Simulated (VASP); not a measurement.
# WF2 (P4_2/mnm) in VASP: a series of runs, part 2 of 2

VASP 6.6.1.

### 3 Single point, PBEsol, collinear spin

This run uses another cell than the first one, of 12.94 Å³/atom.

Contents of INCAR:

```
  PREC = Accurate
  ENCUT = 520
  EDIFF = 1E-6
  ISMEAR = 0
  SIGMA = 0.1
  LREAL = False
  LASPH = True
  NELM = 150
  ALGO = Normal
  ISIF = 2
  LWAVE = False
  LCHARG = True
  ISPIN = 2
  MAGMOM = 0.85 0.85 0 0 0 0
  LORBIT = 11
  LMAXMIX = 4
  GGA = PS
  LELF = True
  LVHAR = True
  NBANDS = 41
```

Contents of KPOINTS:

```
Automatic mesh
0
Gamma
  4 4 6
```

Contents of POSCAR:

```
WF2
1.0
    5.4374975766      0.0000000000      0.0000000000
    0.0000000000      5.4374975766      0.0000000000
    0.0000000000      0.0000000000      2.6268901494
W F
2 4
Direct
    0.0000000000      0.0000000000      0.0000000000
    0.5000000000      0.5000000000      0.5000000000
    0.2797072210      0.2797072210      0.0000000000
    0.7202927790      0.7202927790      0.0000000000
    0.7797072210      0.2202927790      0.5000000000
    0.2202927790      0.7797072210      0.5000000000
```

Potentials or basis: VASP PAW PBE potentials, release 64 (W_sv, F).

Started as:

```
cat potpaw_PBE.64/W_sv/POTCAR potpaw_PBE.64/F/POTCAR > POTCAR
mpirun -np 1 vasp_std > vasp.out
```

OUTCAR:

```text
PREC = Accurate
   ENCUT = 520
   EDIFF = 1E-6
   ISMEAR = 0
   LREAL = False
   LASPH = True
   NELM = 150
   ISIF = 2
   ISPIN = 2
   LORBIT = 11
   GGA = PS

 ion  position               nearest neighbor table
   1  0.000  0.000  0.000-   5 2.14   6 2.14   5 2.14   6 2.14   3 2.15   4 2.15
   2  0.500  0.500  0.500-   3 2.14   4 2.14   3 2.14   4 2.14   5 2.15   6 2.15
   3  0.280  0.280  0.000-   2 2.14   2 2.14   1 2.15
   4  0.720  0.720  0.000-   2 2.14   2 2.14   1 2.15
   5  0.780  0.220  0.500-   1 2.14   1 2.14   2 2.15
   6  0.220  0.780  0.500-   1 2.14   1 2.14   2 2.15

  LATTYP: Found a simple tetragonal cell.
 ALAT       =     5.4374975766
 C/A-ratio  =     0.4831064497

  Lattice vectors:

 A1 = (   5.4374975766,   0.0000000000,   0.0000000000)
 A2 = (   0.0000000000,   5.4374975766,   0.0000000000)
 A3 = (   0.0000000000,   0.0000000000,   2.6268901494)

Analysis of symmetry for initial positions (statically):
=====================================================================
 Subroutine PRICEL returns:
 Original cell was already a primitive cell.

 Routine SETGRP: Setting up the symmetry group for a
 simple tetragonal supercell.

 Subroutine GETGRP returns: Found 16 space group operations
 (whereof  8 operations were pure point group operations)
 out of a pool of 16 trial point group operations.

The static configuration has the point symmetry D_2h.
 The point group associated with its full space group is D_4h.

Analysis of symmetry for dynamics (positions and initial velocities):
=====================================================================
 Subroutine PRICEL returns:
 Original cell was already a primitive cell.

 Routine SETGRP: Setting up the symmetry group for a
 simple tetragonal supercell.

 Subroutine GETGRP returns: Found 16 space group operations
 (whereof  8 operations were pure point group operations)
 out of a pool of 16 trial point group operations.

The dynamic configuration has the point symmetry D_2h.
 The point group associated with its full space group is D_4h.

Analysis of structural, dynamic, and magnetic symmetry:
=====================================================================
 Subroutine PRICEL returns:
 Original cell was already a primitive cell.

 Routine SETGRP: Setting up the symmetry group for a
 simple tetragonal supercell.

 Subroutine GETGRP returns: Found 16 space group operations
 (whereof  8 operations were pure point group operations)
 out of a pool of 16 trial point group operations.

The overall configuration has the point symmetry D_2h.
 The point group associated with its full space group is D_4h.

 Subroutine INISYM returns: Found 16 space group operations
 (whereof  8 operations are pure point group operations),
 and found     1 'primitive' translations

----------------------------------------------------------------------------------------

                                     Primitive cell

  volume of cell :      77.6676

  direct lattice vectors                    reciprocal lattice vectors
     5.437497577  0.000000000  0.000000000     0.183908128  0.000000000  0.000000000
     0.000000000  5.437497577  0.000000000     0.000000000  0.183908128  0.000000000
     0.000000000  0.000000000  2.626890149     0.000000000  0.000000000  0.380678271

[... 95 lines left out ...]
   NFREE  =      0    steps in history (QN), initial steepest desc. (CG)
   ISIF   =      2    stress and relaxation
   ISYM   =      2    0-nonsym 1-usesym 2-fastsym
   POTIM  = 0.5000    time-step for ionic-motion
   TEBEG  =    0.0;   TEEND  =   0.0 temperature during run
   PSTRESS=    0.0 pullay stress
   NELECT =      56.0000    total number of electrons
   NUPDOWN=      -1.0000    fix difference up-down
   EMIN   =  10.00;   EMAX   =-10.00  energy-range for DOS
   EFERMI =   0.00;   METHOD = LEGACY
   ISMEAR =     0;   SIGMA  =   0.10  broadening in eV -4-tet -1-fermi 0-gaus
   EFERMI_NEDOS =   21; number of points for ismear=-14 and -15
   IALGO  =     38    algorithm
   IMIX   =      4    mixing-type and parameters
     AMIX     =   0.40;   BMIX     =  1.00
     AMIX_MAG =   1.60;   BMIX_MAG =  1.00
  volume/ion in A,a.u.               =      12.94        87.35
  Fermi-wavevector in a.u.,A,eV,Ry     =   1.467994  2.774106 29.320624  2.155005
  Thomas-Fermi vector in A             =   2.583545
   LORBIT       =     11    0 simple, 1 ext, 2 COOP (PROOUT), +10 PAW based schemes
   GGA     = PS    functional components
   LHFCALC =     F    Hartree Fock is set to
   AEXX    =    0.0000 exact exchange contribution
   IVDW    =     0    specifies the selected vdW correction
   LEPSILON=     F    determine dielectric tensor
   LRPA    =     F    only Hartree local field effects (RPA)
 spin polarized calculation
 Gauss-broadening in eV      SIGMA  =   0.10
  energy-cutoff  :      520.00
  volume of cell :       77.67
 maximum number of plane-waves:      2128
   NGX = 21   NGY = 21   NGZ =  9

 number of electron      55.9999988 magnetization       2.5565522

 Free energy of the ion-electron system (eV)
  ---------------------------------------------------
  ext. energy  EPLUGINS =         0.00000000
  ---------------------------------------------------
  free energy    TOTEN  =       -40.25428456 eV

  energy without entropy =      -40.22581538  energy(sigma->0) =      -40.24004997

 E-fermi :   7.2032     XC(G=0): -11.0379

 val. band max:        7.1962753332   @ k =   0.5000   0.2500   0.1667
 cond. band min:       7.2067714800   @ k =   0.2500   0.0000   0.0000
 fundamental gap:      0.0104961468
 Fermi energy:         7.2031980892

 spin component 1

 k-point     1 :       0.0000    0.0000    0.0000
  band No.  band energies     occupation
      1     -68.5095      1.00000
      2     -68.5083      1.00000
      3     -33.2072      1.00000
      4     -33.2072      1.00000
      5     -32.7862      1.00000
      6     -32.7862      1.00000
[... 1021 lines left out ...]
     39      15.8851      0.00000
     40      15.8851      0.00000
 Fermi energy:         7.2031980892

 spin component 2

 k-point     1 :       0.0000    0.0000    0.0000
  band No.  band energies     occupation
      1     -68.0525      1.00000
      2     -68.0512      1.00000
      3     -32.5558      1.00000
      4     -32.5558      1.00000
      5     -32.0898      1.00000
      6     -32.0898      1.00000
[... 1021 lines left out ...]
     39      16.2330      0.00000
     40      16.2330      0.00000
 [bands above 40 left out]

------------------------ aborting loop because EDIFF is reached ----------------------------------------

  FORCE on cell =-STRESS in cart. coord.  units (eV):
  Direction    XX          YY          ZZ          XY          YZ          ZX
  --------------------------------------------------------------------------------------
  -------------------------------------------------------------------------------------
  Total        3.0030879      3.0030879      1.5411943     -0.0000000      0.0000000      0.0000000
  in kB       61.9496079     61.9496079     31.7927373     -0.0000000      0.0000000      0.0000000
  external PRESSURE =      51.8973177 kB  Pullay stress =       0.0000000 kB

 VOLUME and BASIS-vectors are now :
 -----------------------------------------------------------------------------
  energy-cutoff  :      520.00
  volume of cell :       77.67
      direct lattice vectors                 reciprocal lattice vectors
     5.437497577  0.000000000  0.000000000     0.183908128  0.000000000  0.000000000
     0.000000000  5.437497577  0.000000000     0.000000000  0.183908128  0.000000000
     0.000000000  0.000000000  2.626890149     0.000000000  0.000000000  0.380678271

 POSITION                                       TOTAL-FORCE (eV/Angst)
 -----------------------------------------------------------------------------------
      0.00000      0.00000      0.00000        -0.000000      0.000000      0.000000
      2.71875      2.71875      1.31345        -0.000000      0.000000      0.000000
      1.52091      1.52091      0.00000        -0.328108     -0.328108      0.000000
      3.91659      3.91659      0.00000         0.328108      0.328108     -0.000000
      4.23966      1.19784      1.31345        -0.328108      0.328108     -0.000000
      1.19784      4.23966      1.31345         0.328108     -0.328108      0.000000
 -----------------------------------------------------------------------------------
    total drift:                               -0.000000     -0.000000     -0.000000

  FREE ENERGIE OF THE ION-ELECTRON SYSTEM (eV)
  ---------------------------------------------------
  free  energy   TOTEN  =       -40.2542845590 eV

  energy  without entropy=      -40.2258153809  energy(sigma->0) =      -40.24004997

 total charge

# of ion       s       p       d       tot
------------------------------------------
    1        2.244   6.172   3.548  11.964
    2        2.244   6.172   3.548  11.964
    3        1.736   4.341   0.000   6.077
    4        1.736   4.341   0.000   6.077
    5        1.736   4.341   0.000   6.077
    6        1.736   4.341   0.000   6.077
--------------------------------------------------
tot         11.432  29.709   7.096  48.237

 magnetization (x)

# of ion       s       p       d       tot
------------------------------------------
    1        0.022   0.020   0.950   0.992
    2        0.022   0.020   0.950   0.992
    3        0.007   0.029   0.000   0.036
    4        0.007   0.029   0.000   0.036
    5        0.007   0.029   0.000   0.036
    6        0.007   0.029   0.000   0.036
--------------------------------------------------
tot          0.073   0.155   1.900   2.128
```

Wall time 80 s (1 thread of Intel Xeon Platinum 8488C (Sapphire Rapids), shared host); peak memory 0.26 GiB.

Results:

```
Free energy                                           : -40.2543 eV
Pressure                                              : 5.2 GPa
Largest force                                         : 0.464 eV/Å
Net moment                                            : 2.56 μB per cell
Site moments                                          : W +0.99; F +0.04 μB
Valence electrons inside the program's atomic spheres : W 11.96; F 6.08
```

Forces on the atoms (eV/Å):
```
W    0.000  0.000  0.000
W    0.000  0.000  0.000
F   -0.328 -0.328  0.000
F    0.328  0.328  0.000
F   -0.328  0.328  0.000
F    0.328 -0.328  0.000
```

Levels at points of the mesh, in eV from the Fermi level:
Spin up:
```tsv
k point	band 27	band 28	band 29	band 30	band 31	band 32
(0.00, 0.00, 0.00)	-1.94	-1.05	-0.03	0.12	1.02	1.02
(0.50, 0.00, 0.00)	-0.95	-0.95	0.86	0.86	1.29	1.29
(0.50, 0.50, 0.00)	-0.87	-0.87	0.17	0.17	1.04	1.04
(0.00, 0.00, 0.50)	-1.07	-1.07	0.95	0.95	1.50	1.50
(0.50, 0.00, 0.50)	-1.01	-1.01	-0.18	-0.18	2.02	2.02
(0.50, 0.50, 0.50)	-1.14	-1.14	0.83	0.83	1.77	1.77
```
Spin down:
| k point | band 23 | band 24 | band 25 | band 26 | band 27 | band 28 | band 29 | band 30 |
| --- | --- | --- | --- | --- | --- | --- | --- | --- |
| (0.00, 0.00, 0.00) | -7.63 | -7.61 | -4.59 | -4.44 | -0.79 | -0.51 | 0.67 | 0.96 |
| (0.50, 0.00, 0.00) | -7.80 | -7.80 | -4.25 | -4.25 | 0.11 | 0.11 | 1.34 | 1.34 |
| (0.50, 0.50, 0.00) | -7.75 | -7.75 | -4.49 | -4.49 | 0.19 | 0.19 | 0.76 | 0.76 |
| (0.00, 0.00, 0.50) | -8.18 | -8.18 | -2.12 | -2.12 | 0.06 | 0.06 | 1.49 | 1.49 |
| (0.50, 0.00, 0.50) | -8.01 | -8.01 | -2.43 | -2.43 | 0.07 | 0.07 | 0.48 | 0.48 |
| (0.50, 0.50, 0.50) | -8.03 | -8.03 | -2.20 | -2.20 | 0.02 | 0.02 | 1.36 | 1.36 |

Caveat: the k points lie up to 0.40 Å⁻¹ apart; the PAW data sets were made with another functional, which shifts forces and pressure a little; spin-orbit coupling is left out, which moves the levels of the heavy elements.

### 4 Single point, PBEsol, collinear spin

Contents of INCAR:

```
SYSTEM = WF2
  PREC = Accurate
  ENCUT = 520
  EDIFF = 1E-7
  ISMEAR = 0
  SIGMA = 0.1
  LREAL = .FALSE.
  LASPH = .TRUE.
  NELM = 150
  ALGO = Normal
  ISIF = 2
  LWAVE = .FALSE.
  LCHARG = .TRUE.
  ISPIN = 2
  MAGMOM = 2.5 2.5 0 0 0 0
  LORBIT = 11
  LMAXMIX = 4
  GGA = PS
  LVHAR = .TRUE.
  NBANDS = 41
  KPAR = 4
```

Contents of KPOINTS:

```
regular mesh
0
G
  8 8 14
  0 0 0
```

Contents of POSCAR:

```
WF2
1.0
    5.4382448713      0.0000000000      0.0000000000
    0.0000000000      5.4382448713      0.0000000000
    0.0000000000      0.0000000000      2.6333749401
W F
2 4
Direct
    0.0000000000      0.0000000000      0.0000000000
    0.5000000000      0.5000000000      0.5000000000
    0.2783836548      0.2783836548      0.0000000000
    0.7216163452      0.7216163452      0.0000000000
    0.7783836548      0.2216163452      0.5000000000
    0.2216163452      0.7783836548      0.5000000000
```

Started as:

```
cat potpaw_PBE.64/W_sv/POTCAR potpaw_PBE.64/F/POTCAR > POTCAR
mpirun -np 4 vasp_std > vasp.out
```

Run time: 4.3 min. Hardware: 4 MPI ranks of Oxide Virtual Turin-like, shared host; peak memory 0.55 GiB.

Results (log left out):

- Free energy: -40.5832 eV
- Pressure: 2.0 GPa
- Largest force: 0.087 eV/Å
- Net moment: 1.17 μB per cell
- Site moments: W +0.45; F +0.02 μB
- Valence electrons inside the program's atomic spheres: W 11.95; F 6.08

Forces in eV/Å, atoms in the order of the input:
```
W    0.000  0.000  0.000
W    0.000  0.000  0.000
F   -0.061 -0.061  0.000
F    0.061  0.061  0.000
F   -0.061  0.061  0.000
F    0.061 -0.061  0.000
```

Stress tensor (GPa, compression positive):
```
2.22 0.00 0.00
0.00 2.22 0.00
0.00 0.00 1.60
```

Levels at points of the mesh, in eV from the Fermi level:
Spin up:
```csv
k point,band 24,band 25,band 26,band 27,band 28,band 29,band 30,band 31,band 32,band 33
"(0.00, 0.00, 0.00)",-7.52,-4.59,-4.48,-1.62,-0.79,0.26,0.44,1.42,1.42,2.70
"(0.50, 0.00, 0.00)",-7.70,-4.27,-4.27,-0.65,-0.65,1.08,1.08,1.65,1.65,1.75
"(0.50, 0.50, 0.00)",-7.64,-4.51,-4.51,-0.56,-0.56,0.47,0.47,1.44,1.44,2.68
"(0.00, 0.00, 0.50)",-8.18,-2.36,-2.36,-0.73,-0.73,1.20,1.20,1.79,1.79,2.74
"(0.50, 0.00, 0.50)",-8.01,-2.72,-2.72,-0.67,-0.67,0.13,0.13,2.27,2.27,3.93
"(0.50, 0.50, 0.50)",-8.00,-2.45,-2.45,-0.79,-0.79,1.08,1.08,2.02,2.02,2.80
```
Spin down:
```
           k point  band 25  band 26  band 27  band 28  band 29  band 30
(0.00, 0.00, 0.00)    -4.50    -4.33    -0.90    -0.48     0.64     0.90
(0.50, 0.00, 0.00)    -4.14    -4.14     0.03     0.03     1.33     1.33
(0.50, 0.50, 0.00)    -4.39    -4.39     0.11     0.11     0.75     0.75
(0.00, 0.00, 0.50)    -2.17    -2.17     0.00     0.00     1.40     1.40
(0.50, 0.00, 0.50)    -2.49    -2.49     0.01     0.01     0.40     0.40
(0.50, 0.50, 0.50)    -2.25    -2.25    -0.05    -0.05     1.28     1.28
```

Caveat: a moment this small can come from the mesh or the smearing; the PAW data sets were made with another functional, which shifts forces and pressure a little; spin-orbit coupling is left out, which moves the levels of the heavy elements.

### 5 Summary

```csv
spin,cell,k mesh,gap on the mesh (eV),pressure (GPa),moment (μB),largest force (eV/Å)
off,"a = 5.438, b = 5.438, c = 2.633 Å, 6 atoms, atomic positions A",8 × 8 × 14,none,1.0,-,0.05
collinear,"a = 5.437, b = 5.437, c = 2.627 Å, 6 atoms, atomic positions B",4 × 4 × 6,none,5.2,2.56,0.46
collinear,"a = 5.438, b = 5.438, c = 2.633 Å, 6 atoms, atomic positions A",8 × 8 × 14,none,2.0,1.17,0.09
```

Alike in all rows: task single point; level PBEsol; potentials or basis VASP PAW PBE potentials, release 64 (W_sv, F); cutoff (eV) 520; smearing gaussian 0.1 eV.

Caveats: some runs use coarse meshes; the PAW data sets were made with another functional, which shifts forces and pressure a little; spin-orbit coupling is left out, which moves the levels of the heavy elements; a moment this small can come from the mesh or the smearing (at least some runs).

Total energies depend on the potentials used, so only differences within one code and one set of settings carry meaning.
